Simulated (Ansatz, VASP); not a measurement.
**Si in VASP and in Ansatz**

INCAR

```
PREC = Accurate
ENCUT = 520
EDIFF = 1E-8
ISMEAR = -1
SIGMA = 0.05
LREAL = False
LASPH = True
NELM = 60
ALGO = Normal
ISIF = 2
LWAVE = False
LCHARG = False
GGA = PE
LEFG = True
NBANDS = 8
```

KPOINTS

```
Automatic mesh
0
Gamma
  10 10 10
```

The input POSCAR:

```
Si
1.0
    2.5321100000      0.0000000000      0.0000000000
    0.0000000000      2.5321100000      0.0000000000
    0.0000000000      0.0000000000      2.5321100000
Si
1
Direct
    0.5000000000      0.5000000000      0.5000000000
```

input.yaml

```yaml
crystal:
  lattice:
    - [2.53211, 0.0, 0.0]
    - [0.0, 2.53211, 0.0]
    - [0.0, 0.0, 2.53211]
  atoms:
    - { symbol: Si, position: [0.5, 0.5, 0.5] }
kpoints:
  mp_grid: { grid: [10, 10, 10] }
scf:
  occupations: { method: fermi_dirac, width: 0.05 }
hamiltonian:
  xc: pbe
  pseudopotentials: { kind: all_electron, datasets: crystal }
output:
  forces: true
  stress: true
  eigenvalues: true
  efg: {}
```

Alike in both runs: task electric field gradients; functional PBE; k mesh 10 × 10 × 10; occupations fermi-dirac, width 0.05 eV; no spin polarisation.

|  | VASP | Ansatz |
| --- | --- | --- |
| version | VASP 6.6.1 | Ansatz 0.2.0 |
| potentials or method | VASP PAW PBE potentials, release 64 (Si), cutoff 520 eV | all-electron PAW datasets made for the crystal |

|  | VASP | Ansatz | Ansatz less VASP |
| --- | --- | --- | --- |
| gap on the k mesh at the Fermi level (eV) | none | none | - |
| pressure (GPa) | 0.2 | 0.3 | +0.04 |

A gap of «none» marks a metal or a gap that the smearing closes. Ansatz ran all-electron here, and VASP with PAW potentials.
